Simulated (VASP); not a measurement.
Wanted: the native input for a VASP 6.6.1 run.

```
Task                   : single point
Functional             : PBE
Potentials or basis    : VASP PAW PBE potentials, release 64 (Ta_pv, N)
Cutoff                 : 520 eV
k mesh                 : 24 × 24 × 24
Occupations            : gaussian, width 0.15 eV
Spin                   : no spin polarisation
Dipole correction      : no
Further INCAR settings : ALGO = Normal; EDIFF = 1e-06; NBANDS = 15
```

The structure of TaN lies in POSCAR:

```
TaN
1.0
    0.0000000000      2.2086347780      2.1423757347
    2.2086347780      0.0000000000      2.1423757347
    2.2086347780      2.2086347780      0.0000000000
Ta N
1 1
Direct
    0.5000000000      0.5000000000      0.5000000000
    0.0000000000      0.0000000000      0.0000000000
```

This cell differs from its parent crystal: strain +0.000 along x and y, -0.030 along z.

These files were run (other wordings do the same):

INCAR

```
PREC = Accurate ; ENCUT = 520
EDIFF = 1E-6 ; ISMEAR = 0
SIGMA = 0.15 ; LREAL = F
LASPH = T ; NELM = 60
ALGO = Normal ; ISIF = 2
LWAVE = F ; LCHARG = F
GGA = PE ; NBANDS = 15
```

KPOINTS

```
regular mesh
0
Gamma
  24 24 24
```

Potentials or basis: VASP PAW PBE potentials, release 64 (Ta_pv, N).

Run with:

```bash
$ cat potpaw_PBE.64/Ta_pv/POTCAR potpaw_PBE.64/N/POTCAR > POTCAR
$ mpirun -np 1 vasp_std > vasp.out
```

Results of the run:

The pressure is 12.4 GPa. The band gap on the k mesh is zero (bands 8 and 9 overlap by 4.08 eV).

Caveat: the cell differs from its parent crystal (strain +0.000 along x and y, -0.030 along z); the cell stands under pressure; spin-orbit coupling is left out, which moves the levels of the heavy elements.

Wall time 4.9 min on 1 thread of Intel Xeon 8259CL, on a shared host, peak memory 0.43 GiB.
